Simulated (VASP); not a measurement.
## AlRu: single point with r2SCAN

Crystal: AlRu.

```
CELL_PARAMETERS angstrom
2.96148 0.00000 0.00000
0.00000 2.96148 0.00000
0.00000 0.00000 2.96148
ATOMIC_POSITIONS crystal
Ru 0.50000 0.50000 0.50000
Al 0.00000 0.00000 0.00000
```

```
Program                : VASP 6.6.1
Task                   : single point
Functional             : r2SCAN
Potentials or basis    : VASP PAW PBE potentials, release 64 (Ru_pv, Al)
Cutoff                 : 520 eV
k mesh                 : 10 × 10 × 10
Occupations            : methfessel-paxton, width 0.0125 eV
Spin                   : no spin polarisation
Dipole correction      : no
Further INCAR settings : ALGO = Normal; EDIFF = 1e-06; NBANDS = 16
```

```
Pressure : 5.1 GPa
```

Levels at points of the mesh, in eV from the Fermi level:
```tsv
k point	band 5	band 6	band 7	band 8	band 9	band 10	band 11	band 12	band 13	band 14
(0.00, 0.00, 0.00)	-3.85	-3.85	0.18	0.18	0.18	6.69	6.69	6.69	10.38	11.68
(0.50, 0.00, 0.00)	-5.72	-2.93	-1.76	-1.76	0.46	2.64	7.74	10.38	11.80	11.80
(0.50, 0.50, 0.00)	-3.27	-1.47	-1.47	-1.31	-1.31	1.80	5.88	7.10	10.38	11.71
(0.50, 0.50, 0.50)	-5.08	-5.08	1.91	1.91	3.42	4.42	4.42	4.42	9.28	9.28
```

It took 46 s on 1 thread of AMD EPYC 9R45 96-Core Processor (Zen 5) (shared host), peak memory 0.13 GiB.

Caveat: the PAW data sets were made with another functional, which shifts forces and pressure a little.
